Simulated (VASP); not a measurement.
**Mg: single point with PBE**

Mg:

```
CELL_PARAMETERS angstrom
0.00000 2.26564 2.26564
2.26564 0.00000 2.26564
2.26564 2.26564 0.00000
ATOMIC_POSITIONS crystal
Mg 0.00000 0.00000 0.00000
```

* Program: VASP 6.6.1
* Task: single point
* Functional: PBE
* Potentials or basis: VASP PAW PBE potentials, release 64 (Mg)
* Cutoff: 520 eV
* k mesh: 8 × 8 × 8
* Occupations: gaussian, width 0.05 eV
* Spin: no spin polarisation

```json
{
  "Pressure": "-0.3 GPa",
  "Band gap on the k mesh": "zero (band 1 reaches 3.99 eV, above the bottom of band 2 at 1.27 eV)"
}
```

Levels at points of the mesh, in eV from the Fermi level:
| k point | band 1 | band 2 | band 3 | band 4 | band 5 |
| --- | --- | --- | --- | --- | --- |
| (0.00, 0.00, 0.00) | -6.57 | 12.57 | 12.57 | 12.57 | 14.43 |
| (0.50, 0.00, 0.00) | -1.39 | -1.00 | 11.49 | 11.49 | 12.25 |
| (0.50, 0.50, 0.00) | 0.08 | 1.08 | 6.36 | 7.17 | 7.17 |

Wall time 2.2 s on 1 thread of Intel(R) Xeon(R) 6975P-C (Granite Rapids), with other jobs on the host, peak memory 0.13 GiB.
